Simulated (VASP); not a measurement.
SnSe:

```
Sn Se
1.0
    11.46223    0.00000    0.00000
     0.00000    4.17155    0.00000
     0.00000    0.00000    4.37440
Sn Se
4 4
Cartesian
  1.3414 1.0429 0.4039
  4.3897 3.1287 2.5911
  7.0725 1.0429 1.7833
  10.1208 3.1287 3.9705
  4.1000 1.0429 0.1003
  1.6311 3.1287 2.2875
  9.8311 1.0429 2.0869
  7.3623 3.1287 4.2741
```

| Item | Value |
| --- | --- |
| Program | VASP 6.6.1 |
| Task | relaxation of shape and atoms at fixed volume |
| Functional | LDA |
| Potentials or basis | VASP PAW LDA potentials, release 64 (Sn_d, Se) |
| Cutoff | 600 eV |
| k mesh | 4 × 8 × 8 |
| Occupations | gaussian, width 0.03 eV |
| Spin | no spin polarisation |

At the start: pressure -2.2 GPa; volume 26.15 Å³/atom.

**Question.** How do energy, volume and symmetry change on relaxing?

**Answer.** Over 18 steps the energy falls by 2.6 meV/atom; space group Pnma (No. 62, to 0.1 Å) before and after.

The path:
```csv
step,energy change (eV),largest force (eV/Å),pressure (GPa)
1,0.0000,0.2027,-2.19
2,-0.0097,0.1400,-1.98
3,-0.0176,0.0303,-1.47
4,-0.0176,0.0272,-1.49
5,-0.0188,0.0126,-1.45
6,-0.0188,0.0116,-1.45
7,-0.0191,0.0111,-1.44
8,-0.0194,0.0179,-1.42
9,-0.0194,0.0186,-1.42
10,-0.0195,0.0172,-1.42
11,-0.0199,0.0131,-1.41
12,-0.0203,0.0189,-1.40
13,-0.0205,0.0090,-1.39
14,-0.0205,0.0105,-1.39
15,-0.0206,0.0095,-1.38
16,-0.0208,0.0076,-1.38
17,-0.0210,0.0113,-1.37
18,-0.0210,0.0069,-1.38
```

Final structure:
```
Sn Se
1.0
    11.45732    0.00000    0.00000
     0.00000    4.14192    0.00000
     0.00000    0.00000    4.40759
Sn Se
4 4
Direct
  0.11808 0.25000 0.10572
  0.38192 0.75000 0.60572
  0.61808 0.25000 0.39428
  0.88192 0.75000 0.89428
  0.35625 0.25000 0.02404
  0.14375 0.75000 0.52404
  0.85625 0.25000 0.47596
  0.64375 0.75000 0.97596
```
